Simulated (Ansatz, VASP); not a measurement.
Given: the input of a run of Ansatz 0.2.0 on Sn.

The input input.yaml:

```yaml
crystal:
  lattice:
    - [-1.8946518192, 1.8946518192, 1.8946518192]
    - [1.8946518192, -1.8946518192, 1.8946518192]
    - [1.8946518192, 1.8946518192, -1.8946518192]
  atoms:
    - { symbol: Sn, position: [0.0, 0.0, 0.0] }
hamiltonian:
  xc: blyp
  pseudopotentials: { kind: paw }
  dispersion: d3bj
kpoints:
  mp_grid: { grid: [10, 10, 10] }
scf:
  occupations: { method: fermi_dirac, width: 0.05 }
output:
  forces: true
  stress: true
  eigenvalues: true
relax:
  f_tol: 0.01
  max_steps: 40
  cell: { stress_tol: 0.05 }
```

Potentials or basis: Ansatz PAW.

Command:

```console
$ ansatz run input.yaml --threads 2 --pin off --max-ram 5632MiB --backend cpu --events-out ev --progress --plain --runs-dir out
```

Task: Set up the same calculation for VASP 6.6.1. Potentials there: VASP PAW PBE potentials, release 64 (Sn_d).

Result: As run (the cutoff follows the program's own potentials):

The input INCAR:

```
AGGAC = 1.0
AGGAX = 1.0
ALDAC = 0.0
ALDAX = 1.0
ALGO = Normal
EDIFF = 1E-6
EDIFFG = -0.01
ENCUT = 600
GGA = B5
IBRION = 2
ISIF = 3
ISMEAR = -1
IVDW = 12
LASPH = T
LCHARG = F
LREAL = F
LWAVE = F
NELM = 60
NSW = 60
PREC = Accurate
SIGMA = 0.05
VDW_A1 = 0.4298
VDW_A2 = 4.2359
VDW_S6 = 1.0
VDW_S8 = 2.6996
```

KPOINTS

```
k-points
0
Gamma
  10 10 10
```

File POSCAR:

```
Sn
1.0
   -1.8946518192      1.8946518192      1.8946518192
    1.8946518192     -1.8946518192      1.8946518192
    1.8946518192      1.8946518192     -1.8946518192
Sn
1
Direct
    0.0000000000      0.0000000000      0.0000000000
```

Potentials or basis: VASP PAW PBE potentials, release 64 (Sn_d).

Run with:

```console
$ cat potpaw_PBE.64/Sn_d/POTCAR > POTCAR
$ mpirun -np 1 vasp_std > vasp.out
```

Both were run:

|  | VASP | Ansatz | Ansatz less VASP |
| --- | --- | --- | --- |
| gap on the k mesh at the Fermi level, each at its own relaxed structure (eV) | none | none | - |
| relaxed volume (Å³/atom) | 27.31 | 27.28 | -0.032 |
| relaxed cell length with the largest relative difference (Å) | 3.286 | 3.285 | -0.0013 |

VASP's potentials were made for PBE, not for BLYP. A gap of «none» marks a metal or a gap that the smearing closes.

Noted on Ansatz's run: the plane-wave basis is chosen anew once the cell has moved, so the energies of steps on either side of that aren't comparable.
